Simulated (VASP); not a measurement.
**TaN: single point with r2SCAN**

TaN:

```
CELL_PARAMETERS angstrom
0.00000 2.18144 2.18144
2.18144 0.00000 2.18144
2.18144 2.18144 0.00000
ATOMIC_POSITIONS crystal
Ta 0.50000 0.50000 0.50000
N 0.00000 0.00000 0.00000
```

- Program: VASP 6.6.1
- Task: single point
- Functional: r2SCAN
- Potentials or basis: VASP PAW PBE potentials, release 64 (Ta_pv, N)
- Cutoff: 520 eV
- k mesh: 10 × 10 × 10
- Occupations: fermi-dirac, width 0.05 eV
- Spin: no spin polarisation
- Dipole correction: no
- Further INCAR settings: ALGO = Normal; EDIFF = 1e-07; NBANDS = 15

- Pressure: 10.5 GPa
- Band gap on the k mesh: zero (band 8 reaches 11.88 eV, above the bottom of band 9 at 7.65 eV)

Levels at points of the mesh, in eV from the Fermi level:
| k point | band 5 | band 6 | band 7 | band 8 | band 9 | band 10 | band 11 | band 12 |
| --- | --- | --- | --- | --- | --- | --- | --- | --- |
| (0.00, 0.00, 0.00) | -4.23 | -4.23 | -4.23 | -2.26 | -2.26 | -2.26 | 0.10 | 0.10 |
| (0.50, 0.00, 0.00) | -11.06 | -8.20 | -8.20 | 1.97 | 1.97 | 2.12 | 4.14 | 8.06 |
| (0.50, 0.50, 0.00) | -7.16 | -5.82 | -5.08 | -5.08 | 2.25 | 3.65 | 3.65 | 4.95 |

It took 32 s on 1 thread of AMD EPYC 9R45 96-Core Processor (Zen 5) (shared host), peak memory 0.12 GiB.

Caveat: the PAW data sets were made with another functional, which shifts forces and pressure a little; spin-orbit coupling is left out, which moves the levels of the heavy elements.
